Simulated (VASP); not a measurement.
# SiGe (P6_3mc) in VASP: a series of runs

SiGe is run at these levels: PBEsol; tasks: single point.

Everything below comes from runs of VASP 6.6.1. Logs are shortened: lines on timing, memory, paths and dates and some standing lists are left out, and cuts for length are marked.

## Step 1: The cell of the first run

Symmetry: P6_3mc, No. 186, hexagonal system. The conventional cell has a = 3.904 Å, b = 3.904 Å, c = 6.451 Å, α = 90.00°, β = 90.00°, γ = 120.00°. Si (site symmetry 3m) has 4 Ge at 2.25 to 2.46 Å within 3.0 Å. Ge (site symmetry 3m) has 4 Si at 2.25 to 2.46 Å within 3.0 Å.

## Step 2: Single point, PBEsol (atoms displaced along a vibrational mode)

INCAR

```
ALGO = Normal
EDIFF = 1E-7
ENCUT = 520
GGA = PS
ISIF = 2
ISMEAR = 0
LASPH = T
LCHARG = F
LREAL = F
LWAVE = F
NBANDS = 26
NELM = 60
PREC = Accurate
SIGMA = 0.03
```

KPOINTS

```
k-points
0
Gamma
  12 12 6
```

POSCAR

```
SiGe
1.0
    3.9044512986      0.0000000000      0.0000000000
   -1.9522256493      3.3813540124      0.0000000000
    0.0000000000      0.0000000000      6.4507830000
Si Ge
2 2
Direct
    0.6666666667      0.3333333333      0.8560046071
    0.3333333333      0.6666666667      0.3560046071
    0.6666666667      0.3333333333      0.5075852838
    0.3333333333      0.6666666667      0.0075852838
```

Potentials or basis: VASP PAW PBE potentials, release 64 (Si, Ge_d).

Run with:

```bash
$ cat potpaw_PBE.64/Si/POTCAR potpaw_PBE.64/Ge_d/POTCAR > POTCAR
$ mpirun -np 1 vasp_std > vasp.out
```

OUTCAR:

```text
EDIFF = 1E-7
   ENCUT = 520
   GGA = PS
   ISIF = 2
   ISMEAR = 0
   LASPH = T
   LREAL = F
   NELM = 60
   PREC = Accurate

 ion  position               nearest neighbor table
   1  0.667  0.333  0.856-   3 2.25   4 2.46   4 2.46   4 2.46
   2  0.333  0.667  0.356-   4 2.25   3 2.46   3 2.46   3 2.46
   3  0.667  0.333  0.508-   1 2.25   2 2.46   2 2.46   2 2.46
   4  0.333  0.667  0.008-   2 2.25   1 2.46   1 2.46   1 2.46

  LATTYP: Found a hexagonal cell.
 ALAT       =     3.9044512986
 C/A-ratio  =     1.6521612146

  Lattice vectors:

 A1 = (   3.9044512986,   0.0000000000,   0.0000000000)
 A2 = (  -1.9522256493,   3.3813540124,   0.0000000000)
 A3 = (   0.0000000000,   0.0000000000,   6.4507830000)

Analysis of symmetry for initial positions (statically):
=====================================================================
 Subroutine PRICEL returns:
 Original cell was already a primitive cell.

 Routine SETGRP: Setting up the symmetry group for a
 hexagonal supercell.

 Subroutine GETGRP returns: Found 12 space group operations
 (whereof  6 operations were pure point group operations)
 out of a pool of 24 trial point group operations.

The static configuration has the point symmetry C_3v.
 The point group associated with its full space group is C_6v.

Analysis of symmetry for dynamics (positions and initial velocities):
=====================================================================
 Subroutine PRICEL returns:
 Original cell was already a primitive cell.

 Routine SETGRP: Setting up the symmetry group for a
 hexagonal supercell.

 Subroutine GETGRP returns: Found 12 space group operations
 (whereof  6 operations were pure point group operations)
 out of a pool of 24 trial point group operations.

The dynamic configuration has the point symmetry C_3v.
 The point group associated with its full space group is C_6v.

 Subroutine INISYM returns: Found 12 space group operations
 (whereof  6 operations are pure point group operations),
 and found     1 'primitive' translations

----------------------------------------------------------------------------------------

                                     Primitive cell

  volume of cell :      85.1654

  direct lattice vectors                    reciprocal lattice vectors
     3.904451299  0.000000000  0.000000000     0.256117934  0.147869758  0.000000000
    -1.952225649  3.381354012  0.000000000     0.000000000  0.295739516  0.000000000
     0.000000000  0.000000000  6.450783000     0.000000000  0.000000000  0.155019941

  length of vectors
     3.904451299  3.904451299  6.450783000     0.295739516  0.295739516  0.155019941

  position of ions in fractional coordinates (direct lattice)
     0.666666667  0.333333333  0.856004607
     0.333333333  0.666666667  0.356004607
     0.666666667  0.333333333  0.507585284
     0.333333333  0.666666667  0.007585284

  ion indices of the primitive-cell ions
   primitive index   ion index
                 1           1
                 2           2
                 3           3
                 4           4

----------------------------------------------------------------------------------------

 KPOINTS: k-points

Automatic generation of k-mesh.
 Grid dimensions read from file:
 generate k-points for:   12   12    6

 Generating k-lattice:

  Cartesian coordinates                     Fractional coordinates (reciprocal lattice)
     0.021343161  0.012322480  0.000000000     0.083333333  0.000000000  0.000000000
     0.000000000  0.024644960  0.000000000     0.000000000  0.083333333  0.000000000
     0.000000000  0.000000000  0.025836657     0.000000000  0.000000000  0.166666667

  Length of vectors
     0.024644960  0.024644960  0.025836657

  Shift w.r.t. Gamma in fractional coordinates (k-lattice)
     0.000000000  0.000000000  0.000000000

 Subroutine IBZKPT returns following result:
 ===========================================

 Found     76 irreducible k-points:

 Following reciprocal coordinates:
            Coordinates               Weight
  0.000000  0.000000  0.000000      1.000000
  0.083333 -0.000000  0.000000      6.000000
  0.166667 -0.000000  0.000000      6.000000
  0.250000 -0.000000  0.000000      6.000000
  0.333333 -0.000000  0.000000      6.000000
  0.416667 -0.000000  0.000000      6.000000
[... 16 lines left out ...]
  0.250000 -0.000000  0.166667     12.000000
  0.333333 -0.000000  0.166667     12.000000
 [... further k-points ...]
   k-points           NKPTS =     76   k-points in BZ     NKDIM =     76   number of bands    NBANDS=     26
   number of dos      NEDOS =    301   number of ions     NIONS =      4
   total plane-waves  NPLWV =  43200
   dimension x,y,z NGX =    30 NGY =   30 NGZ =   48
   dimension x,y,z NGXF=    60 NGYF=   60 NGZF=   96
   ions per type =               2   2
   NGX,Y,Z   is equivalent  to a cutoff of  12.77, 12.77, 12.37 a.u.
   NGXF,Y,Z  is equivalent  to a cutoff of  25.55, 25.55, 24.74 a.u.
 SYSTEM =  unknown system
   PREC   = accura    normal or accurate (medium, high low for compatibility)
   ISTART =      0    job   : 0-new  1-cont  2-samecut
   ICHARG =      2    charge: 1-file 2-atom 10-const
   ISPIN  =      1    spin polarized calculation?
   LNONCOLLINEAR =      F non collinear calculations
   LSORBIT =      F    spin-orbit coupling
   LASPH  =      T    aspherical Exc in radial PAW
   ENCUT  =  520.0 eV  38.22 Ry    6.18 a.u.   7.26  7.26 11.99*2*pi/ulx,y,z
   NELM   =     60;   NELMIN=  2; NELMDL= -5     # of ELM steps
   EDIFF  = 0.1E-06   stopping-criterion for ELM
   LREAL  =      F    real-space projection
   EDIFFG = 0.1E-05   stopping-criterion for IOM
   NSW    =      0    number of steps for IOM
   IBRION =     -1    ionic relax: 0-MD 1-quasi-New 2-CG
   NFREE  =      0    steps in history (QN), initial steepest desc. (CG)
   ISIF   =      2    stress and relaxation
   ISYM   =      2    0-nonsym 1-usesym 2-fastsym
   POTIM  = 0.5000    time-step for ionic-motion
   TEBEG  =    0.0;   TEEND  =   0.0 temperature during run
   PSTRESS=    0.0 pullay stress
   NELECT =      36.0000    total number of electrons
   NUPDOWN=      -1.0000    fix difference up-down
   EMIN   =  10.00;   EMAX   =-10.00  energy-range for DOS
   EFERMI =   0.00;   METHOD = LEGACY
   ISMEAR =     0;   SIGMA  =   0.03  broadening in eV -4-tet -1-fermi 0-gaus
   EFERMI_NEDOS =   21; number of points for ismear=-14 and -15
   IALGO  =     38    algorithm
   IMIX   =      4    mixing-type and parameters
     AMIX     =   0.40;   BMIX     =  1.00
     AMIX_MAG =   1.60;   BMIX_MAG =  1.00
  volume/ion in A,a.u.               =      21.29       143.68
  Fermi-wavevector in a.u.,A,eV,Ry     =   1.228631  2.321775 20.538443  1.509533
  Thomas-Fermi vector in A             =   2.363549
   LORBIT       =      0    0 simple, 1 ext, 2 COOP (PROOUT), +10 PAW based schemes
   GGA     = PS    functional components
   LHFCALC =     F    Hartree Fock is set to
   AEXX    =    0.0000 exact exchange contribution
   IVDW    =     0    specifies the selected vdW correction
   LEPSILON=     F    determine dielectric tensor
   LRPA    =     F    only Hartree local field effects (RPA)
 non-spin polarized calculation
 Gauss-broadening in eV      SIGMA  =   0.03
  energy-cutoff  :      520.00
  volume of cell :       85.17
 maximum number of plane-waves:      2316
 NGX is ok and might be reduce to    30
   NGX = 15   NGY = 15   NGZ = 23

 number of electron      35.9999991 magnetization

 Free energy of the ion-electron system (eV)
  ---------------------------------------------------
  ext. energy  EPLUGINS =         0.00000000
  ---------------------------------------------------
  free energy    TOTEN  =       -20.88079955 eV

  energy without entropy =      -20.88043456  energy(sigma->0) =      -20.88061706

 E-fermi :   5.7358     XC(G=0):  -9.8767

 val. band max:        5.7270936445   @ k =   0.4167  -0.0000   0.3333
 cond. band min:       5.7535886023   @ k =   0.5000  -0.0000   0.3333
 fundamental gap:      0.0264949579
 Fermi energy:         5.7358261132

 k-point     1 :       0.0000    0.0000    0.0000
  band No.  band energies     occupation
      1     -19.0583      2.00000
      2     -19.0571      2.00000
      3     -19.0324      2.00000
      4     -19.0324      2.00000
      5     -19.0280      2.00000
      6     -19.0280      2.00000
[... 18 lines left out ...]
     25      10.0838      0.00000
     26      11.8324      0.00000

 k-point     2 :       0.0833   -0.0000    0.0000
  band No.  band energies     occupation
      1     -19.0579      2.00000
      2     -19.0568      2.00000
      3     -19.0326      2.00000
      4     -19.0323      2.00000
      5     -19.0282      2.00000
      6     -19.0277      2.00000
[... 18 lines left out ...]
     25      10.3953      0.00000
     26      11.2527      0.00000

 k-point     3 :       0.1667   -0.0000    0.0000
  band No.  band energies     occupation
      1     -19.0571      2.00000
      2     -19.0562      2.00000
      3     -19.0331      2.00000
      4     -19.0319      2.00000
      5     -19.0287      2.00000
      6     -19.0268      2.00000
[... 18 lines left out ...]
     25      10.9765      0.00000
     26      11.1976      0.00000

 k-point     4 :       0.2500   -0.0000    0.0000
  band No.  band energies     occupation
      1     -19.0560      2.00000
      2     -19.0554      2.00000
      3     -19.0338      2.00000
      4     -19.0315      2.00000
      5     -19.0294      2.00000
      6     -19.0257      2.00000
[... 18 lines left out ...]
     25      11.8632      0.00000
     26      12.2542      0.00000

 k-point     5 :       0.3333   -0.0000    0.0000
  band No.  band energies     occupation
      1     -19.0553      2.00000
      2     -19.0544      2.00000
      3     -19.0345      2.00000
      4     -19.0312      2.00000
      5     -19.0301      2.00000
      6     -19.0247      2.00000
[... 18 lines left out ...]
     25      12.2951      0.00000
     26      13.2026      0.00000

 k-point     6 :       0.4167   -0.0000    0.0000
  band No.  band energies     occupation
      1     -19.0549      2.00000
      2     -19.0535      2.00000
      3     -19.0350      2.00000
      4     -19.0311      2.00000
      5     -19.0305      2.00000
      6     -19.0241      2.00000
[... 427 lines left out ...]
 k-point    21 :       0.0833   -0.0000    0.1667
  band No.  band energies     occupation
      1     -19.0579      2.00000
      2     -19.0569      2.00000
      3     -19.0323      2.00000
      4     -19.0320      2.00000
      5     -19.0285      2.00000
      6     -19.0280      2.00000
[... 18 lines left out ...]
     25      10.1396      0.00000
     26      11.5419      0.00000

 k-point    22 :       0.1667   -0.0000    0.1667
  band No.  band energies     occupation
      1     -19.0570      2.00000
      2     -19.0563      2.00000
      3     -19.0328      2.00000
      4     -19.0315      2.00000
      5     -19.0290      2.00000
      6     -19.0272      2.00000
[... 18 lines left out ...]
     25      10.9202      0.00000
     26      10.9521      0.00000

 k-point    23 :       0.2500   -0.0000    0.1667
  band No.  band energies     occupation
      1     -19.0560      2.00000
      2     -19.0555      2.00000
      3     -19.0334      2.00000
      4     -19.0311      2.00000
      5     -19.0297      2.00000
      6     -19.0261      2.00000
[... 18 lines left out ...]
     25      11.7079      0.00000
     26      11.9389      0.00000

 k-point    24 :       0.3333   -0.0000    0.1667
  band No.  band energies     occupation
      1     -19.0553      2.00000
      2     -19.0546      2.00000
      3     -19.0340      2.00000
      4     -19.0308      2.00000
      5     -19.0303      2.00000
      6     -19.0251      2.00000
[... 18 lines left out ...]
     25      12.6392      0.00000
     26      12.9611      0.00000

 [... further k-points ...]

------------------------ aborting loop because EDIFF is reached ----------------------------------------

  FORCE on cell =-STRESS in cart. coord.  units (eV):
  Direction    XX          YY          ZZ          XY          YZ          ZX
  --------------------------------------------------------------------------------------
  -------------------------------------------------------------------------------------
  Total       -1.7830714     -1.7830714      4.3513710      0.0000000      0.0000000      0.0000000
  in kB      -33.5441059    -33.5441059     81.8603529      0.0000000      0.0000000      0.0000000
  external PRESSURE =       4.9240470 kB  Pullay stress =       0.0000000 kB

 VOLUME and BASIS-vectors are now :
 -----------------------------------------------------------------------------
  energy-cutoff  :      520.00
  volume of cell :       85.17
      direct lattice vectors                 reciprocal lattice vectors
     3.904451299  0.000000000  0.000000000     0.256117934  0.147869758  0.000000000
    -1.952225649  3.381354012  0.000000000     0.000000000  0.295739516  0.000000000
     0.000000000  0.000000000  6.450783000     0.000000000  0.000000000  0.155019941

 POSITION                                       TOTAL-FORCE (eV/Angst)
 -----------------------------------------------------------------------------------
      1.95223      1.12712      5.52190         0.000000      0.000000      2.440543
     -0.00000      2.25424      2.29651         0.000000      0.000000      2.440543
      1.95223      1.12712      3.27432         0.000000     -0.000000     -2.440543
     -0.00000      2.25424      0.04893        -0.000000      0.000000     -2.440543
 -----------------------------------------------------------------------------------
    total drift:                                0.000000      0.000000     -0.003804

  FREE ENERGIE OF THE ION-ELECTRON SYSTEM (eV)
  ---------------------------------------------------
  free  energy   TOTEN  =       -20.8807995513 eV

  energy  without entropy=      -20.8804345632  energy(sigma->0) =      -20.88061706
```

It took 65 s on 1 thread of Intel Xeon 6975P-C (Granite Rapids), shared host; peak memory 0.28 GiB.

What came out:

```
Free energy            : -20.8808 eV
Pressure               : 0.5 GPa
Largest force          : 2.441 eV/Å
Band gap on the k mesh : zero (bands 18 and 19 overlap by 0.28 eV)
```

Forces on the atoms (eV/Å):
```
Si   0.000  0.000  2.441
Si   0.000  0.000  2.441
Ge   0.000  0.000 -2.441
Ge   0.000  0.000 -2.441
```

Caveat: the cell differs from its parent crystal (atoms displaced along a vibrational mode); semilocal functionals underestimate gaps, so a narrow gap can read as zero; the PAW data sets were made with another functional, which shifts forces and pressure a little.

(Part 1 of 2 ends here.)
